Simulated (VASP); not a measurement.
CaO:

```
Ca O
1.0
     4.10026    0.00000    0.00000
    -2.05013    3.55093    0.00000
     0.00000    0.00000    4.91356
Ca O
2 2
Direct
  0.33333 0.66667 0.93750
  0.66667 0.33333 0.43750
  0.33333 0.66667 0.43750
  0.66667 0.33333 0.93750
```

This cell differs from its parent crystal: strain +3.0%.

Base run:

| Item | Value |
| --- | --- |
| Program | VASP 6.6.1 |
| Functional | r2SCAN |
| Potentials or basis | VASP PAW PBE potentials, release 64 (Ca_sv, O) |
| Cutoff | 520 eV |
| k mesh | 12 × 12 × 6 |
| Occupations | gaussian, width 0.01 eV |
| Spin | no spin polarisation |

Its results: band gap on the k mesh 3.30 eV; pressure -6.3 GPa.

Task: The run is repeated on the same cell with these changes: functional from r2SCAN to PBE; occupations from gaussian, width 0.01 eV to fermi-dirac, width 0.02 eV. What comes out?

Result: Band gap on the k mesh 2.88 eV; pressure -4.8 GPa.

Caveats: the cell stands under tension; the structure was generated, so it needn't be the stable form of CaO; the PAW data sets were made with another functional, which shifts forces and pressure a little (at least some runs).

A k mesh can miss the band edges.
